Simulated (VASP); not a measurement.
Wanted: the native input for a VASP 6.6.1 run.

```
Task                   : single point
Functional             : r2SCAN
Potentials or basis    : VASP PAW PBE potentials, release 64 (Mg, F)
Cutoff                 : 660 eV
k mesh                 : 6 × 6 × 8
Occupations            : gaussian, width 0.01 eV
Spin                   : no spin polarisation
Dipole correction      : no
Further INCAR settings : ALGO = Normal; EDIFF = 1e-06; NBANDS = 25
```

Crystal: MgF2.

```
Mg F
1.0
     4.62202    0.00000    0.00000
     0.00000    4.62202    0.00000
     0.00000    0.00000    3.04611
Mg F
2 4
Cartesian
  0.0000 0.0000 0.0000
  2.3110 2.3110 1.5231
  1.4002 1.4002 0.0000
  0.9108 3.7113 1.5231
  3.2218 3.2218 0.0000
  3.7113 0.9108 1.5231
```

These files were run (other wordings do the same):

POSCAR

```
MgF2
1.0
    4.6220162608      0.0000000000      0.0000000000
    0.0000000000      4.6220162608      0.0000000000
    0.0000000000      0.0000000000      3.0461115451
Mg F
2 4
Direct
    0.0000000000      0.0000000000      0.0000000000
    0.5000000000      0.5000000000      0.5000000000
    0.3029506050      0.3029506050      0.0000000000
    0.1970493950      0.8029506050      0.5000000000
    0.6970493950      0.6970493950      0.0000000000
    0.8029506050      0.1970493950      0.5000000000
```

INCAR.step1

```
PREC     = Accurate       # precision mode
ENCUT    = 660            # plane-wave cutoff, eV
ISMEAR   = 0              # smearing method
SIGMA    = 0.01           # smearing width, eV
LREAL    = F              # projectors in reciprocal space
LASPH    = T              # aspherical terms in the spheres
NELM     = 120            # most SCF steps
NBANDS   = 25             # bands
GGA      = PE             # functional
ALGO     = Normal         # electronic algorithm
EDIFF    = 1E-5           # SCF threshold, eV
LWAVE    = T              # write WAVECAR
LCHARG   = F              # write CHGCAR
GGA_COMPAT= F
```

INCAR.step2

```
PREC     = Accurate       # precision mode
ENCUT    = 660            # plane-wave cutoff, eV
EDIFF    = 1E-6           # SCF threshold, eV
ISMEAR   = 0              # smearing method
SIGMA    = 0.01           # smearing width, eV
LREAL    = F              # projectors in reciprocal space
LASPH    = T              # aspherical terms in the spheres
NELM     = 120            # most SCF steps
ALGO     = Normal         # electronic algorithm
ISIF     = 2              # what is computed and relaxed
LWAVE    = F              # write WAVECAR
LCHARG   = F              # write CHGCAR
METAGGA  = R2SCAN         # meta-GGA
LMIXTAU  = T            
NBANDS   = 25             # bands
ISTART   = 1            
GGA_COMPAT= F
```

KPOINTS

```
Automatic mesh
0
Gamma
  6 6 8
```

Potentials or basis: VASP PAW PBE potentials, release 64 (Mg, F).

Command:

```sh
$ cat potpaw_PBE.64/Mg/POTCAR potpaw_PBE.64/F/POTCAR > POTCAR
$ cp INCAR.step1 INCAR
$ mpirun -np 1 vasp_std > vasp.out
$ cp INCAR.step2 INCAR
$ mpirun -np 1 vasp_std > vasp.out
```

It gave:

| Item | Value |
| --- | --- |
| Pressure | -1.5 GPa |
| Largest force | 0.007 eV/Å |
| Band gap on the k mesh | 8.03 eV |

Caveat: the PAW data sets were made with another functional, which shifts forces and pressure a little.

Wall time 2.3 min on 1 thread of Intel(R) Xeon(R) 6975P-C (Granite Rapids) (shared host), peak memory 0.27 GiB.
